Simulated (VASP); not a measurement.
# GaN in VASP: further runs, part 3 of 3

VASP 6.6.1. Earlier steps stand in the parts before.

## (5) Single point, PBE

The input, INCAR:

```
ALGO = Normal
EDIFF = 1E-6
ENCUT = 520
GGA = PE
ISIF = 2
ISMEAR = 0
LASPH = True
LCHARG = True
LELF = True
LREAL = False
LVHAR = True
LWAVE = False
NBANDS = 16
NELM = 60
PREC = Accurate
SIGMA = 0.02
```

The input, KPOINTS:

```
k-points
0
Gamma
  8 8 8
```

The input, POSCAR:

```
GaN
1.0
   -0.0150233400      2.2459893300      2.2459893300
    2.2459893300     -0.0150233400      2.2459893300
    2.2459893300      2.2459893300     -0.0150233400
Ga N
1 1
Direct
    0.0000000000      0.0000000000      0.0000000000
    0.7500000000      0.7500000000      0.7500000000
```

Potentials or basis: VASP PAW PBE potentials, release 64 (Ga_d, N).

The run is started by

```sh
$ cat potpaw_PBE.64/Ga_d/POTCAR potpaw_PBE.64/N/POTCAR > POTCAR
$ mpirun -np 1 vasp_std > vasp.out
```

OUTCAR:

```text
EDIFF = 1E-6
   ENCUT = 520
   GGA = PE
   ISIF = 2
   ISMEAR = 0
   LASPH = True
   LREAL = False
   NELM = 60
   PREC = Accurate

 ion  position               nearest neighbor table
   1  0.000  0.000  0.000-   2 1.94   2 1.96   2 1.96   2 1.96
   2  0.750  0.750  0.750-   1 1.94   1 1.96   1 1.96   1 1.96

  LATTYP: Found a trigonal (rhomboedric) cell.
 ALAT       =     3.1763441000
 COS(alpha) =     0.4933000011

  Lattice vectors:

 A1 = (  -0.0150233400,   2.2459893300,   2.2459893300)
 A2 = (   2.2459893300,  -0.0150233400,   2.2459893300)
 A3 = (   2.2459893300,   2.2459893300,  -0.0150233400)

Analysis of symmetry for initial positions (statically):
=====================================================================
 Subroutine PRICEL returns:
 Original cell was already a primitive cell.

 Routine SETGRP: Setting up the symmetry group for a
 trigonal (rhombohedral) supercell.

 Subroutine GETGRP returns: Found  6 space group operations
 (whereof  6 operations were pure point group operations)
 out of a pool of 12 trial point group operations.

The static configuration has the point symmetry C_3v.

Analysis of symmetry for dynamics (positions and initial velocities):
=====================================================================
 Subroutine PRICEL returns:
 Original cell was already a primitive cell.

 Routine SETGRP: Setting up the symmetry group for a
 trigonal (rhombohedral) supercell.

 Subroutine GETGRP returns: Found  6 space group operations
 (whereof  6 operations were pure point group operations)
 out of a pool of 12 trial point group operations.

The dynamic configuration has the point symmetry C_3v.

 Subroutine INISYM returns: Found  6 space group operations
 (whereof  6 operations are pure point group operations),
 and found     1 'primitive' translations

----------------------------------------------------------------------------------------

                                     Primitive cell

  volume of cell :      22.8870

  direct lattice vectors                    reciprocal lattice vectors
    -0.015023340  2.245989330  2.245989330    -0.220397769  0.221881929  0.221881929
     2.245989330 -0.015023340  2.245989330     0.221881929 -0.220397769  0.221881929
     2.245989330  2.245989330 -0.015023340     0.221881929  0.221881929 -0.220397769

  length of vectors
     3.176344100  3.176344100  3.176344100     0.383455809  0.383455809  0.383455809

  position of ions in fractional coordinates (direct lattice)
     0.000000000  0.000000000  0.000000000
     0.750000000  0.750000000  0.750000000

  ion indices of the primitive-cell ions
   primitive index   ion index
                 1           1
                 2           2

----------------------------------------------------------------------------------------

 KPOINTS: k-points

Automatic generation of k-mesh.
 Grid dimensions read from file:
 generate k-points for:    8    8    8

 Generating k-lattice:

  Cartesian coordinates                     Fractional coordinates (reciprocal lattice)
    -0.027549721  0.027735241  0.027735241     0.125000000  0.000000000  0.000000000
     0.027735241 -0.027549721  0.027735241     0.000000000  0.125000000  0.000000000
     0.027735241  0.027735241 -0.027549721     0.000000000  0.000000000  0.125000000

  Length of vectors
     0.047931976  0.047931976  0.047931976

  Shift w.r.t. Gamma in fractional coordinates (k-lattice)
     0.000000000  0.000000000  0.000000000

 Subroutine IBZKPT returns following result:
 ===========================================

 Found     65 irreducible k-points:

 Following reciprocal coordinates:
            Coordinates               Weight
  0.000000  0.000000  0.000000      1.000000
  0.125000 -0.000000 -0.000000      6.000000
  0.250000 -0.000000 -0.000000      6.000000
  0.375000  0.000000 -0.000000      6.000000
  0.500000 -0.000000 -0.000000      3.000000
  0.125000  0.125000 -0.000000      6.000000
[... 16 lines left out ...]
  0.250000  0.125000  0.125000      6.000000
  0.375000  0.125000  0.125000      6.000000
 [... further k-points ...]
   k-points           NKPTS =     65   k-points in BZ     NKDIM =     65   number of bands    NBANDS=     16
   number of dos      NEDOS =    301   number of ions     NIONS =      2
   total plane-waves  NPLWV =  13824
   dimension x,y,z NGX =    24 NGY =   24 NGZ =   24
   dimension x,y,z NGXF=    48 NGYF=   48 NGZF=   48
   ions per type =               1   1
   NGX,Y,Z   is equivalent  to a cutoff of  12.56, 12.56, 12.56 a.u.
   NGXF,Y,Z  is equivalent  to a cutoff of  25.12, 25.12, 25.12 a.u.
 SYSTEM =  unknown system
   PREC   = accura    normal or accurate (medium, high low for compatibility)
   ISTART =      0    job   : 0-new  1-cont  2-samecut
   ICHARG =      2    charge: 1-file 2-atom 10-const
   ISPIN  =      1    spin polarized calculation?
   LNONCOLLINEAR =      F non collinear calculations
   LSORBIT =      F    spin-orbit coupling
   LASPH  =      T    aspherical Exc in radial PAW
   ENCUT  =  520.0 eV  38.22 Ry    6.18 a.u.   5.91  5.91  5.91*2*pi/ulx,y,z
   NELM   =     60;   NELMIN=  2; NELMDL= -5     # of ELM steps
   EDIFF  = 0.1E-05   stopping-criterion for ELM
   LREAL  =      F    real-space projection
   EDIFFG = 0.1E-04   stopping-criterion for IOM
   NSW    =      0    number of steps for IOM
   IBRION =     -1    ionic relax: 0-MD 1-quasi-New 2-CG
   NFREE  =      0    steps in history (QN), initial steepest desc. (CG)
   ISIF   =      2    stress and relaxation
   ISYM   =      2    0-nonsym 1-usesym 2-fastsym
   POTIM  = 0.5000    time-step for ionic-motion
   TEBEG  =    0.0;   TEEND  =   0.0 temperature during run
   PSTRESS=    0.0 pullay stress
   NELECT =      18.0000    total number of electrons
   NUPDOWN=      -1.0000    fix difference up-down
   EMIN   =  10.00;   EMAX   =-10.00  energy-range for DOS
   EFERMI =   0.00;   METHOD = LEGACY
   ISMEAR =     0;   SIGMA  =   0.02  broadening in eV -4-tet -1-fermi 0-gaus
   EFERMI_NEDOS =   21; number of points for ismear=-14 and -15
   IALGO  =     38    algorithm
   IMIX   =      4    mixing-type and parameters
     AMIX     =   0.40;   BMIX     =  1.00
     AMIX_MAG =   1.60;   BMIX_MAG =  1.00
  volume/ion in A,a.u.               =      11.44        77.22
  Fermi-wavevector in a.u.,A,eV,Ry     =   1.511133  2.855628 31.069224  2.283524
  Thomas-Fermi vector in A             =   2.621231
   LORBIT       =      0    0 simple, 1 ext, 2 COOP (PROOUT), +10 PAW based schemes
   GGA     = PE    functional components
   LHFCALC =     F    Hartree Fock is set to
   AEXX    =    0.0000 exact exchange contribution
   IVDW    =     0    specifies the selected vdW correction
   LEPSILON=     F    determine dielectric tensor
   LRPA    =     F    only Hartree local field effects (RPA)
 non-spin polarized calculation
 Gauss-broadening in eV      SIGMA  =   0.02
  energy-cutoff  :      520.00
  volume of cell :       22.89
 maximum number of plane-waves:       632
   NGX = 11   NGY = 11   NGZ = 11

 number of electron      18.0000003 magnetization

 Free energy of the ion-electron system (eV)
  ---------------------------------------------------
  ext. energy  EPLUGINS =         0.00000000
  ---------------------------------------------------
  free energy    TOTEN  =       -12.14089287 eV

  energy without entropy =      -12.14089287  energy(sigma->0) =      -12.14089287

 E-fermi :   5.4698     XC(G=0): -11.6669

 val. band max:        5.3073296561   @ k =   0.0000   0.0000   0.0000
 cond. band min:       7.0042218145   @ k =   0.0000   0.0000   0.0000
 fundamental gap:      1.6968921583
 Fermi energy:         5.4697631649

 k-point     1 :       0.0000    0.0000    0.0000
  band No.  band energies     occupation
      1     -10.6524      2.00000
      2      -8.1607      2.00000
      3      -8.1600      2.00000
      4      -8.1600      2.00000
      5      -7.8405      2.00000
      6      -7.8405      2.00000
[... 8 lines left out ...]
     15      24.0913      0.00000
     16      24.0913      0.00000

 k-point     2 :       0.1250   -0.0000   -0.0000
  band No.  band energies     occupation
      1     -10.4855      2.00000
      2      -8.1404      2.00000
      3      -8.1401      2.00000
      4      -8.0955      2.00000
      5      -7.8422      2.00000
      6      -7.8418      2.00000
[... 8 lines left out ...]
     15      22.5555      0.00000
     16      22.6572      0.00000
[... 387 lines left out ...]
      5      -7.8578      2.00000
      6      -7.8137      2.00000
[... 8 lines left out ...]
     15      21.7279      0.00000
     16      24.5603      0.00000

 k-point    24 :       0.3750    0.1250    0.1250
  band No.  band energies     occupation
      1      -9.9177      2.00000
      2      -8.0743      2.00000
      3      -8.0712      2.00000
      4      -7.8554      2.00000
      5      -7.8410      2.00000
      6      -7.4619      2.00000
[... 8 lines left out ...]
     15      22.1979      0.00000
     16      24.6856      0.00000

 [... further k-points ...]
[... 5 lines left out ...]
  --------------------------------------------------------------------------------------
  -------------------------------------------------------------------------------------
  Total        0.7312175      0.7312175      0.7312175      0.1846407      0.1846407      0.1846407
  in kB       51.1880315     51.1880315     51.1880315     12.9255592     12.9255592     12.9255592
  external PRESSURE =      51.1880315 kB  Pullay stress =       0.0000000 kB

 VOLUME and BASIS-vectors are now :
 -----------------------------------------------------------------------------
  energy-cutoff  :      520.00
  volume of cell :       22.89
      direct lattice vectors                 reciprocal lattice vectors
    -0.015023340  2.245989330  2.245989330    -0.220397769  0.221881929  0.221881929
     2.245989330 -0.015023340  2.245989330     0.221881929 -0.220397769  0.221881929
     2.245989330  2.245989330 -0.015023340     0.221881929  0.221881929 -0.220397769

 POSITION                                       TOTAL-FORCE (eV/Angst)
 -----------------------------------------------------------------------------------
      0.00000      0.00000      0.00000         0.059192      0.059192      0.059192
      3.35772      3.35772      3.35772        -0.059192     -0.059192     -0.059192
 -----------------------------------------------------------------------------------
    total drift:                                0.000083      0.000083      0.000083

  FREE ENERGIE OF THE ION-ELECTRON SYSTEM (eV)
  ---------------------------------------------------
  free  energy   TOTEN  =       -12.1408928719 eV

  energy  without entropy=      -12.1408928719  energy(sigma->0) =      -12.14089287
```

stdout:

```text
POSCAR found type information on POSCAR GaN
 POSCAR found :  2 types and       2 ions
 scaLAPACK will be used
 LDA part: xc-table for (Slater+PW92), standard interpolation
 POSCAR, INCAR and KPOINTS ok, starting setup
 FFT: planning ... GRIDC
 FFT: planning ... GRID_SOFT
 FFT: planning ... GRID
 WAVECAR not read
 entering main loop
```

It took 38 s on 1 thread of AMD EPYC 7R13, shared host; peak memory 0.12 GiB.

What came out:

```
Free energy            : -12.1409 eV
Pressure               : 5.1 GPa
Largest force          : 0.103 eV/Å
Band gap on the k mesh : 1.70 eV, direct
```

Forces on the atoms (eV/Å):
```
Ga   0.059  0.059  0.059
N   -0.059 -0.059 -0.059
```

Levels at points of the mesh, in eV from the valence-band top:
```
           k point  band 7  band 8  band 9  band 10  band 11  band 12
(0.00, 0.00, 0.00)   -0.04   -0.04    0.00     1.70    10.20    10.20
(0.50, 0.00, 0.00)   -7.07   -0.98   -0.97     4.64     8.68    10.31
(0.50, 0.50, 0.00)   -6.15   -2.77   -2.68     3.33     6.64    11.68
(0.50, 0.50, 0.50)   -7.05   -1.04   -1.04     4.53     8.74    10.25
```

As with any semilocal functional, this PBE gap is likely too small.

## (6) Summary

```tsv
cell	gap on the mesh (eV)	pressure (GPa)	largest force (eV/Å)
a = 3.187 Å, angles 60.0°, 2 atoms	1.72	5.1	-
a = 3.155 Å, angles 61.3°, 2 atoms	1.63	5.4	0.34
a = 3.166 Å, angles 60.9°, 2 atoms	1.67	5.2	0.21
a = 3.176 Å, angles 60.4°, 2 atoms	1.70	5.1	0.10
```

Alike in all rows: task single point; level PBE; potentials or basis VASP PAW PBE potentials, release 64 (Ga_d, N); no spin polarisation; k mesh 8 × 8 × 8; cutoff (eV) 520; smearing gaussian 0.02 eV.

Total energies depend on the potentials used, so only differences within one code and one set of settings carry meaning.
